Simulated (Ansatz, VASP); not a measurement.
**HgTe in VASP and in Ansatz**

```
Hg Te
1.0
     0.00000    3.22205    3.22205
     3.22205    0.00000    3.22205
     3.22205    3.22205    0.00000
Hg Te
1 1
Direct
  0.00000 0.00000 0.00000
  0.25000 0.25000 0.25000
```

Alike in both runs: task single point; functional r2SCAN; k mesh 6 × 6 × 6; occupations fermi-dirac, width 0.02 eV; no spin polarisation.

```csv
,VASP,Ansatz
version,VASP 6.6.1,Ansatz 0.2.0
potentials or method,"VASP PAW PBE potentials, release 64 (Hg, Te)","plane waves, PAW"
plane-wave cutoff (eV),550,500
valence electrons in the cell,18,36
```

VASP gave:

```
pressure (GPa) : 2.9
```

Problem. Which values does Ansatz return?

Solution. Pressure (GPa): 2.8.

VASP's potentials were made for PBE, not for r2SCAN. VASP's potentials hold 18 valence electrons a cell and Ansatz's 36, so a difference there can come from the potentials and not from the codes.

Neither program's run includes spin-orbit coupling.
